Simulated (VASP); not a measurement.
A run of VASP 6.6.1 is set up as follows.

The input INCAR:

```
PREC     = Accurate       # precision mode
ENCUT    = 910            # plane-wave cutoff, eV
EDIFF    = 1E-6           # SCF threshold, eV
ISMEAR   = 0              # smearing method
SIGMA    = 0.1            # smearing width, eV
LREAL    = F              # projectors in reciprocal space
LASPH    = T              # aspherical terms in the spheres
NELM     = 120            # most SCF steps
ALGO     = Normal         # electronic algorithm
ISIF     = 2              # what is computed and relaxed
LWAVE    = F              # write WAVECAR
LCHARG   = T              # write CHGCAR
GGA      = PE             # functional
LELF     = T              # ELF
LVHAR    = T            
NBANDS   = 37             # bands
GGA_COMPAT= F
```

Contents of KPOINTS:

```
Automatic mesh
0
Gamma
  6 6 6
```

Contents of POSCAR:

```
AlInC4N4
1.0
    5.9922858661      0.0000000000      0.0000000000
    0.0000000000      5.9922858661      0.0000000000
    0.0000000000      0.0000000000      5.9922858661
Al In C N
1 1 4 4
Direct
    0.5000000000      0.5000000000      0.5000000000
    0.0000000000      0.0000000000      0.0000000000
    0.2084788481      0.2084788481      0.2084788481
    0.2084788481      0.7915211519      0.7915211519
    0.7915211519      0.2084788481      0.7915211519
    0.7915211519      0.7915211519      0.2084788481
    0.3227254909      0.3227254909      0.3227254909
    0.3227254909      0.6772745091      0.6772745091
    0.6772745091      0.3227254909      0.6772745091
    0.6772745091      0.6772745091      0.3227254909
```

Potentials or basis: VASP PAW PBE potentials, release 64 (Al, In_d, C_h, N_h).

Run with:

```console
$ cat potpaw_PBE.64/Al/POTCAR potpaw_PBE.64/In_d/POTCAR potpaw_PBE.64/C_h/POTCAR potpaw_PBE.64/N_h/POTCAR > POTCAR
$ mpirun -np 1 vasp_std > vasp.out
```

(1) Predict the band gap on the k mesh.

(2) Estimate the largest force.

## Answers

(1) zero (bands 26 and 27 overlap by 0.36 eV).

(2) 0.035 eV/Å.

Caveat: spin-orbit coupling is left out, which moves the levels of the heavy elements.
